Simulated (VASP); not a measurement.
Write the native input for VASP 6.6.1 that does the following.

| Property | Result |
| --- | --- |
| Task | single point |
| Functional | r2SCAN |
| Potentials or basis | VASP PAW PBE potentials, release 64 (Au) |
| Cutoff | 520 eV |
| k mesh | 11 × 11 × 11 |
| Occupations | fermi-dirac, width 0.05 eV |
| Spin | no spin polarisation |
| Dipole correction | no |
| Further INCAR settings | ALGO = Normal; EDIFF = 1e-06; NBANDS = 12 |

Au:

```
CELL_PARAMETERS angstrom
-1.64067 1.64067 1.64067
1.64067 -1.64067 1.64067
1.64067 1.64067 -1.64067
ATOMIC_POSITIONS crystal
Au 0.00000 0.00000 0.00000
```

One way to write it, as run:

POSCAR

```
Au
1.0
   -1.6406710958      1.6406710958      1.6406710958
    1.6406710958     -1.6406710958      1.6406710958
    1.6406710958      1.6406710958     -1.6406710958
Au
1
Direct
    0.0000000000      0.0000000000      0.0000000000
```

INCAR.step1

```
SYSTEM = Au
ALGO = Normal
EDIFF = 1E-4
ENCUT = 520
GGA = PE
ISMEAR = -1
LASPH = .True.
LCHARG = .False.
LREAL = .False.
LWAVE = .True.
NBANDS = 12
NELM = 100
PREC = Accurate
SIGMA = 0.05
```

INCAR.step2

```
SYSTEM = Au
ALGO = Normal
EDIFF = 1E-6
ENCUT = 520
ISIF = 2
ISMEAR = -1
ISTART = 1
LASPH = .True.
LCHARG = .False.
LMIXTAU = .True.
LREAL = .False.
LWAVE = .False.
METAGGA = R2SCAN
NBANDS = 12
NELM = 100
PREC = Accurate
SIGMA = 0.05
```

KPOINTS

```
k-points
0
Gamma
  11 11 11
  0 0 0
```

Potentials or basis: VASP PAW PBE potentials, release 64 (Au).

Launch:

```bash
$ cat potpaw_PBE.64/Au/POTCAR > POTCAR
$ cp INCAR.step1 INCAR
$ mpirun -np 1 vasp_std > vasp.out
$ cp INCAR.step2 INCAR
$ mpirun -np 1 vasp_std > vasp.out
```

Results of the run:

The pressure is 0.3 GPa.

Caveat: the PAW data sets were made with another functional, which shifts forces and pressure a little.

Wall time 78 s on 1 thread of AMD EPYC 7R43 64-Core Processor (Zen 3) (shared host), peak memory 0.11 GiB.
